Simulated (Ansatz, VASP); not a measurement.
**Two plane-wave programs on Au**

```
Au
1.0
     0.00000    2.07827    2.07827
     2.07827    0.00000    2.07827
     2.07827    2.07827    0.00000
Au
1
Direct
  0.00000 0.00000 0.00000
```

Alike in both runs: task relaxation of cell and atoms; functional PBE; k mesh 18 × 18 × 18; occupations fermi-dirac, width 0.05 eV; collinear spin.

|  | VASP | Ansatz |
| --- | --- | --- |
| version | VASP 6.6.1 | Ansatz 0.2.0 |
| potentials or method | VASP PAW PBE potentials, release 64 (Au), cutoff 600 eV | PAW with Ansatz's default frozen-core files, scalar-relativistic |
| valence electrons in the cell | 11 | 19 |

|  | VASP | Ansatz | Ansatz less VASP |
| --- | --- | --- | --- |
| net moment per atom (μB) | 0.00 | 0.00 | 0.000 |
| relaxed volume (Å³/atom) | 17.95 | 17.97 | +0.018 |
| relaxed cell length with the largest relative difference (Å) | 2.939 | 2.940 | +0.0010 |

VASP's potentials hold 11 valence electrons a cell and Ansatz's 19, so a difference there can come from the potentials and not from the codes. Ansatz's warnings: seeded moment not kept.

Neither program's run includes spin-orbit coupling. Noted on VASP's run: the relaxation stopped at its first step, so nothing moved.
